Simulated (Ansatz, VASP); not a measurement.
**Two plane-wave programs on Al2O3**

Contents of INCAR:

```
SYSTEM = Al2O3
PREC = Accurate
ENCUT = 520
EDIFF = 1E-7
ISMEAR = 0
SIGMA = 0.05
LREAL = .FALSE.
LASPH = .TRUE.
NELM = 100
ALGO = Normal
ISIF = 2
LWAVE = .FALSE.
LCHARG = .FALSE.
GGA = PE
NBANDS = 35
```

File KPOINTS:

```
Automatic mesh
0
G
  6 6 6
  0 0 0
```

File POSCAR:

```
Al2O3
1.0
    2.5245721467      1.4575624084      4.2651207610
   -2.5245721467      1.4575624084      4.2651207610
    0.0000000000     -2.9151248170      4.2651207609
Al O
4 6
Direct
    0.8521479318      0.8521479318      0.8521479318
    0.6478520682      0.6478520682      0.6478520682
    0.1478520682      0.1478520682      0.1478520682
    0.3521479318      0.3521479318      0.3521479318
    0.0561765927      0.4438234073      0.7500000000
    0.7500000000      0.0561765927      0.4438234073
    0.4438234073      0.7500000000      0.0561765927
    0.9438234073      0.5561765927      0.2500000000
    0.2500000000      0.9438234073      0.5561765927
    0.5561765927      0.2500000000      0.9438234073
```

Input for Ansatz:

```yaml
crystal:
  lattice:
    - [2.5245721467, 1.4575624084, 4.265120761]
    - [-2.5245721467, 1.4575624084, 4.265120761]
    - [0.0, -2.915124817, 4.2651207609]
  atoms:
    - { symbol: Al, position: [0.8521479318, 0.8521479318, 0.8521479318] }
    - { symbol: Al, position: [0.6478520682, 0.6478520682, 0.6478520682] }
    - { symbol: Al, position: [0.1478520682, 0.1478520682, 0.1478520682] }
    - { symbol: Al, position: [0.3521479318, 0.3521479318, 0.3521479318] }
    - { symbol: O, position: [0.0561765927, 0.4438234073, 0.75] }
    - { symbol: O, position: [0.75, 0.0561765927, 0.4438234073] }
    - { symbol: O, position: [0.4438234073, 0.75, 0.0561765927] }
    - { symbol: O, position: [0.9438234073, 0.5561765927, 0.25] }
    - { symbol: O, position: [0.25, 0.9438234073, 0.5561765927] }
    - { symbol: O, position: [0.5561765927, 0.25, 0.9438234073] }
basis:
  ecutwfc: 420
kpoints:
  mp_grid: { grid: [6, 6, 6] }
hamiltonian:
  xc: pbe
scf:
  occupations: { method: gaussian, width: 0.05 }
output:
  forces: true
  stress: true
  eigenvalues: true
```

Change from the starting cell: strain +0.050 along x and y, -0.025 along z, atoms carried along.

Alike in both runs: task single point; functional PBE; k mesh 6 × 6 × 6; occupations gaussian, width 0.05 eV; no spin polarisation.

```csv
,VASP,Ansatz
version,VASP 6.6.1,Ansatz 0.2.0
potentials or method,"VASP PAW PBE potentials, release 64 (Al, O), cutoff 520 eV","scalar-relativistic, plane waves, PAW"
valence electrons in the cell,48,48
```

Ansatz gave:

- gap on the k mesh at the Fermi level (eV): 4.42
- least direct gap on the mesh (eV): 4.42
- pressure (GPa): -14.7
- traceless stress, the component that is largest in VASP (GPa): 17.50
- rms of the force components (eV/Å): 0.199

Task: What did VASP give for the same quantities?

Result: gap on the k mesh at the Fermi level (eV): 4.41; least direct gap on the mesh (eV): 4.41; pressure (GPa): -14.9; traceless stress, the component that is largest in VASP (GPa): 17.52; rms of the force components (eV/Å): 0.202.

Atom by atom the forces differ by 0.003 eV/Å (rms over components).
